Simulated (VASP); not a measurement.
# Ta (Im-3m) in VASP: notebook

Ta is run at these levels: r2SCAN; tasks: single point, relaxation of volume and atoms at fixed shape.

Program: VASP 6.6.1. These are calculated values, not measurements. Logs are shortened: lines on timing, memory, paths and dates and some standing lists are left out, and cuts for length are marked.

### Step 1. The cell of the first run

The structure is cubic, space group Im-3m (No. 229). Conventional cell: a = 3.306 Å, b = 3.306 Å, c = 3.306 Å, α = 90.00°, β = 90.00°, γ = 90.00°. Ta (site symmetry m-3m) has 14 Ta at 2.86 to 3.31 Å within 3.8 Å.

### Step 2. Single point, r2SCAN

File POSCAR:

```
Ta
1.0
   -1.6529360180      1.6529360180      1.6529360180
    1.6529360180     -1.6529360180      1.6529360180
    1.6529360180      1.6529360180     -1.6529360180
Ta
1
Direct
    0.0000000000      0.0000000000      0.0000000000
```

File INCAR.step1:

```
PREC = Accurate
ENCUT = 520
ISMEAR = 1
SIGMA = 0.02
LREAL = F
LASPH = T
NELM = 60
NBANDS = 12
GGA = PE
ALGO = Normal
EDIFF = 1E-4
LWAVE = T
LCHARG = F
```

File INCAR.step2:

```
PREC = Accurate
ENCUT = 520
EDIFF = 1E-7
ISMEAR = 1
SIGMA = 0.02
LREAL = F
LASPH = T
NELM = 60
ALGO = Normal
ISIF = 2
LWAVE = F
LCHARG = F
METAGGA = R2SCAN
LMIXTAU = T
NBANDS = 12
ISTART = 1
```

File KPOINTS:

```
Automatic mesh
0
Gamma
  17 17 17
```

Potentials or basis: VASP PAW PBE potentials, release 64 (Ta_pv).

Started as:

```sh
> cat potpaw_PBE.64/Ta_pv/POTCAR > POTCAR
> cp INCAR.step1 INCAR
> mpirun -np 1 vasp_std > vasp.out
> cp INCAR.step2 INCAR
> mpirun -np 1 vasp_std > vasp.out
```

OUTCAR:

```text
PREC = Accurate
   ENCUT = 520
   EDIFF = 1E-7
   ISMEAR = 1
   LREAL = F
   LASPH = T
   NELM = 60
   ISIF = 2
   METAGGA = R2SCAN
   ISTART = 1

 ion  position               nearest neighbor table
   1  0.000  0.000  0.000-

  LATTYP: Found a body centered cubic cell.
 ALAT       =     3.3058720360

  Lattice vectors:

 A1 = (  -1.6529360180,   1.6529360180,   1.6529360180)
 A2 = (   1.6529360180,  -1.6529360180,   1.6529360180)
 A3 = (   1.6529360180,   1.6529360180,  -1.6529360180)

Analysis of symmetry for initial positions (statically):
=====================================================================
 Subroutine PRICEL returns:
 Original cell was already a primitive cell.

 Routine SETGRP: Setting up the symmetry group for a
 body centered cubic supercell.

 Subroutine GETGRP returns: Found 48 space group operations
 (whereof 48 operations were pure point group operations)
 out of a pool of 48 trial point group operations.

The static configuration has the point symmetry O_h .

Analysis of symmetry for dynamics (positions and initial velocities):
=====================================================================
 Subroutine PRICEL returns:
 Original cell was already a primitive cell.

 Routine SETGRP: Setting up the symmetry group for a
 body centered cubic supercell.

 Subroutine GETGRP returns: Found 48 space group operations
 (whereof 48 operations were pure point group operations)
 out of a pool of 48 trial point group operations.

The dynamic configuration has the point symmetry O_h .

 Subroutine INISYM returns: Found 48 space group operations
 (whereof 48 operations are pure point group operations),
 and found     1 'primitive' translations

----------------------------------------------------------------------------------------

                                     Primitive cell

  volume of cell :      18.0646

  direct lattice vectors                    reciprocal lattice vectors
    -1.652936018  1.652936018  1.652936018     0.000000000  0.302492047  0.302492047
     1.652936018 -1.652936018  1.652936018     0.302492047  0.000000000  0.302492047
     1.652936018  1.652936018 -1.652936018     0.302492047  0.302492047  0.000000000

  length of vectors
     2.862969165  2.862969165  2.862969165     0.427788356  0.427788356  0.427788356

  position of ions in fractional coordinates (direct lattice)
     0.000000000  0.000000000  0.000000000

  ion indices of the primitive-cell ions
   primitive index   ion index
                 1           1

----------------------------------------------------------------------------------------

 KPOINTS: Automatic mesh

Automatic generation of k-mesh.
 Grid dimensions read from file:
 generate k-points for:   17   17   17

 Generating k-lattice:

  Cartesian coordinates                     Fractional coordinates (reciprocal lattice)
     0.000000000  0.017793650  0.017793650     0.058823529  0.000000000  0.000000000
     0.017793650  0.000000000  0.017793650     0.000000000  0.058823529  0.000000000
     0.017793650  0.017793650  0.000000000     0.000000000  0.000000000  0.058823529

  Length of vectors
     0.025164021  0.025164021  0.025164021

  Shift w.r.t. Gamma in fractional coordinates (k-lattice)
     0.000000000  0.000000000  0.000000000

 Subroutine IBZKPT returns following result:
 ===========================================

 Found    165 irreducible k-points:

 Following reciprocal coordinates:
            Coordinates               Weight
  0.000000  0.000000  0.000000      1.000000
  0.058824  0.000000  0.000000     12.000000
  0.117647  0.000000  0.000000     12.000000
  0.176471  0.000000  0.000000     12.000000
  0.235294  0.000000  0.000000     12.000000
  0.294118  0.000000  0.000000     12.000000
[... 16 lines left out ...]
  0.411765  0.117647 -0.000000     48.000000
  0.176471  0.176471  0.000000     24.000000
 [... further k-points ...]
   k-points           NKPTS =    165   k-points in BZ     NKDIM =    165   number of bands    NBANDS=     12
   number of dos      NEDOS =    301   number of ions     NIONS =      1
   total plane-waves  NPLWV =  13824
   dimension x,y,z NGX =    24 NGY =   24 NGZ =   24
   dimension x,y,z NGXF=    48 NGYF=   48 NGZF=   48
   ions per type =               1
   NGX,Y,Z   is equivalent  to a cutoff of  13.94, 13.94, 13.94 a.u.
   NGXF,Y,Z  is equivalent  to a cutoff of  27.87, 27.87, 27.87 a.u.
 SYSTEM =  unknown system
   PREC   = accura    normal or accurate (medium, high low for compatibility)
   ISTART =      1    job   : 0-new  1-cont  2-samecut
   ICHARG =      0    charge: 1-file 2-atom 10-const
   ISPIN  =      1    spin polarized calculation?
   LNONCOLLINEAR =      F non collinear calculations
   LSORBIT =      F    spin-orbit coupling
   LASPH  =      T    aspherical Exc in radial PAW
   ENCUT  =  520.0 eV  38.22 Ry    6.18 a.u.   5.32  5.32  5.32*2*pi/ulx,y,z
   NELM   =     60;   NELMIN=  2; NELMDL=  0     # of ELM steps
   EDIFF  = 0.1E-06   stopping-criterion for ELM
   LREAL  =      F    real-space projection
   EDIFFG = 0.1E-05   stopping-criterion for IOM
   NSW    =      0    number of steps for IOM
   IBRION =     -1    ionic relax: 0-MD 1-quasi-New 2-CG
   NFREE  =      0    steps in history (QN), initial steepest desc. (CG)
   ISIF   =      2    stress and relaxation
   ISYM   =      2    0-nonsym 1-usesym 2-fastsym
   POTIM  = 0.5000    time-step for ionic-motion
   TEBEG  =    0.0;   TEEND  =   0.0 temperature during run
   PSTRESS=    0.0 pullay stress
   NELECT =      11.0000    total number of electrons
   NUPDOWN=      -1.0000    fix difference up-down
   EMIN   =  10.00;   EMAX   =-10.00  energy-range for DOS
   EFERMI =   0.00;   METHOD = LEGACY
   ISMEAR =     1;   SIGMA  =   0.02  broadening in eV -4-tet -1-fermi 0-gaus
   EFERMI_NEDOS =   21; number of points for ismear=-14 and -15
   IALGO  =     38    algorithm
   IMIX   =      4    mixing-type and parameters
     AMIX     =   0.40;   BMIX     =  1.00
     AMIX_MAG =   1.60;   BMIX_MAG =  1.00
  volume/ion in A,a.u.               =      18.06       121.91
  Fermi-wavevector in a.u.,A,eV,Ry     =   1.387596  2.622176 26.196963  1.925422
  Thomas-Fermi vector in A             =   2.511802
   LORBIT       =      0    0 simple, 1 ext, 2 COOP (PROOUT), +10 PAW based schemes
   METAGGA = R2SCAN    functional components
   LHFCALC =     F    Hartree Fock is set to
   AEXX    =    0.0000 exact exchange contribution
   IVDW    =     0    specifies the selected vdW correction
   LEPSILON=     F    determine dielectric tensor
   LRPA    =     F    only Hartree local field effects (RPA)
 non-spin polarized calculation
 Methfessel and Paxton  Order N= 1 SIGMA  =   0.02
  energy-cutoff  :      520.00
  volume of cell :       18.06
 maximum number of plane-waves:       496
 NGX is ok and might be reduce to    24
   NGX = 11   NGY = 11   NGZ = 11

 number of electron      11.0000002 magnetization

 Free energy of the ion-electron system (eV)
  ---------------------------------------------------
  ext. energy  EPLUGINS =         0.00000000
  ---------------------------------------------------
  free energy    TOTEN  =       -48.57937647 eV

  energy without entropy =      -48.57936963  energy(sigma->0) =      -48.57937419

 E-fermi :   5.3097     XC(G=0): -13.7552

 val. band max:        5.3020097875   @ k =   0.2353   0.0000   0.0000
 cond. band min:       5.3102785783   @ k =  -0.2353   0.2353   0.0588
 fundamental gap:      0.0082687907
 Fermi energy:         5.3097008344

 k-point     1 :       0.0000    0.0000    0.0000
  band No.  band energies     occupation
      1     -28.9398      2.00000
      2     -28.9398      2.00000
      3     -28.9398      2.00000
      4      -3.0168      2.00000
      5       6.1413      0.00000
      6       6.1413      0.00000
      7       6.1413      0.00000
      8       9.6163      0.00000
      9       9.6163      0.00000
     10      17.3840      0.00000
     11      21.0650      0.00000
     12      21.0650      0.00000

 k-point     2 :       0.0588    0.0000    0.0000
  band No.  band energies     occupation
      1     -28.9849      2.00000
      2     -28.9535      2.00000
      3     -28.9401      2.00000
      4      -2.8555      2.00000
      5       6.0344      0.00000
      6       6.1086      0.00000
      7       6.2976      0.00000
      8       9.4413      0.00000
      9       9.6152      0.00000
     10      17.3839      0.00000
     11      21.2097      0.00000
     12      21.3488      0.00000

 k-point     3 :       0.1176    0.0000    0.0000
  band No.  band energies     occupation
      1     -29.1123      2.00000
      2     -28.9925      2.00000
      3     -28.9409      2.00000
      4      -2.3900      2.00000
      5       5.7430      0.00000
      6       5.9705      0.00000
      7       6.7612      0.00000
      8       9.0905      0.00000
      9       9.6224      0.00000
     10      17.3838      0.00000
     11      21.5592      0.00000
     12      22.1681      0.00000

 k-point     4 :       0.1765    0.0000    0.0000
  band No.  band energies     occupation
      1     -29.3010      2.00000
      2     -29.0511      2.00000
      3     -28.9420      2.00000
      4      -1.6786      2.00000
      5       5.3369     -0.06631
      6       5.6699     -0.00000
      7       7.5151      0.00000
      8       8.8792      0.00000
      9       9.6631      0.00000
     10      17.3837      0.00000
     11      21.7943      0.00000
     12      23.4435      0.00000

 k-point     5 :       0.2353    0.0000    0.0000
  band No.  band energies     occupation
      1     -29.5216      2.00000
      2     -29.1209      2.00000
      3     -28.9434      2.00000
      4      -0.8318      2.00000
      5       4.8932      2.00000
      6       5.3020      1.60058
      7       8.5286      0.00000
      8       8.9338      0.00000
      9       9.7618      0.00000
     10      17.3834      0.00000
     11      21.4052      0.00000
     12      23.0834      0.00000
[... 228 lines left out ...]
      1     -29.9234      2.00000
      2     -29.2894      2.00000
      3     -29.0031      2.00000
      4       0.9468      2.00000
      5       4.1323      2.00000
      6       4.9501      2.00000
      7       9.0614      0.00000
      8      10.4239      0.00000
      9      11.7171      0.00000
     10      17.3804      0.00000
     11      19.0967      0.00000
     12      20.5624      0.00000

 k-point    22 :       0.3529    0.1176    0.0000
  band No.  band energies     occupation
      1     -30.0403      2.00000
      2     -29.3491      2.00000
      3     -29.0056      2.00000
      4       1.1716      2.00000
      5       3.9319      2.00000
      6       5.4816     -0.00000
      7       9.2883      0.00000
      8      10.5686      0.00000
      9      12.9795      0.00000
     10      17.3685      0.00000
     11      17.9120      0.00000
     12      19.3870      0.00000

 k-point    23 :       0.4118    0.1176   -0.0000
  band No.  band energies     occupation
      1     -30.1021      2.00000
      2     -29.3812      2.00000
      3     -29.0068      2.00000
      4       1.2118      2.00000
      5       3.8291      2.00000
      6       5.9847      0.00000
      7       9.3055      0.00000
      8      10.7575      0.00000
      9      13.8264      0.00000
     10      17.0230      0.00000
     11      17.4107      0.00000
     12      18.8154      0.00000

 k-point    24 :       0.1765    0.1765    0.0000
  band No.  band energies     occupation
      1     -29.7305      2.00000
      2     -29.2004      2.00000
      3     -29.0211      2.00000
      4       0.3902      2.00000
      5       4.4360      2.00000
      6       4.7210      2.00000
      7       8.5797      0.00000
      8      10.2546      0.00000
      9      10.4245      0.00000
     10      17.3827      0.00000
     11      20.6640      0.00000
     12      22.7471      0.00000

 [... further k-points ...]
[... 5 lines left out ...]
  --------------------------------------------------------------------------------------
  -------------------------------------------------------------------------------------
  Total        0.0713217      0.0713217      0.0713217      0.0000000     -0.0000000     -0.0000000
  in kB        6.3256339      6.3256339      6.3256339      0.0000000     -0.0000000     -0.0000000
  external PRESSURE =       6.3256339 kB  Pullay stress =       0.0000000 kB

 VOLUME and BASIS-vectors are now :
 -----------------------------------------------------------------------------
  energy-cutoff  :      520.00
  volume of cell :       18.06
      direct lattice vectors                 reciprocal lattice vectors
    -1.652936018  1.652936018  1.652936018     0.000000000  0.302492047  0.302492047
     1.652936018 -1.652936018  1.652936018     0.302492047  0.000000000  0.302492047
     1.652936018  1.652936018 -1.652936018     0.302492047  0.302492047  0.000000000

 POSITION                                       TOTAL-FORCE (eV/Angst)
 -----------------------------------------------------------------------------------
      0.00000      0.00000      0.00000        -0.000000      0.000000     -0.000000
 -----------------------------------------------------------------------------------
    total drift:                               -0.000000      0.000000      0.000000

  FREE ENERGIE OF THE ION-ELECTRON SYSTEM (eV)
  ---------------------------------------------------
  free  energy   TOTEN  =       -48.5793764709 eV

  energy  without entropy=      -48.5793696347  energy(sigma->0) =      -48.57937419
```

Run time: 2.9 min. Hardware: 1 thread of Oxide Virtual Turin-like, shared host; peak memory 0.14 GiB.

What came out:

- Free energy: -48.5794 eV
- Pressure: 0.6 GPa
- Band gap on the k mesh: zero (an odd number of electrons rules out a gap without spin polarisation)

Levels at points of the mesh, in eV from the Fermi level:
```csv
k point,band 4,band 5,band 6,band 7,band 8,band 9
"(0.00, 0.00, 0.00)",-8.33,0.83,0.83,0.83,4.31,4.31
```

Caveat: the PAW data sets were made with another functional, which shifts forces and pressure a little; spin-orbit coupling is left out, which moves the levels of the heavy elements.

(Part 1 of 2 ends here.)
